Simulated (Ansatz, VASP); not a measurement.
# One calculation of CsTl3, two programs

```
Cs Tl
1.0
     5.22861    0.00000    0.00000
     0.00000    5.22861    0.00000
     0.00000    0.00000    5.22861
Cs Tl
1 3
Direct
  0.00000 0.00000 0.00000
  0.00000 0.50000 0.50000
  0.50000 0.00000 0.50000
  0.50000 0.50000 0.00000
```

Change from the starting cell: species swapped into the PrIn3 type (Pm-3m, No. 221).

Alike in both runs: task single point; functional PBE; k mesh 4 × 4 × 4; occupations gaussian, width 0.1 eV; no spin polarisation.

|  | VASP | Ansatz |
| --- | --- | --- |
| version | VASP 6.6.1 | Ansatz 0.2.0 |
| potentials or method | VASP PAW PBE potentials, release 64 (Cs_sv, Tl_d), cutoff 520 eV | scalar-relativistic, plane waves, PAW |
| valence electrons in the cell | 48 | 48 |

```tsv
	VASP	Ansatz	Ansatz less VASP
gap on the k mesh at the Fermi level (eV)	none	none	-
pressure (GPa)	1.8	1.8	+0.01
```

A gap of «none» marks a metal or a gap that the smearing closes.

Neither program's run includes spin-orbit coupling.
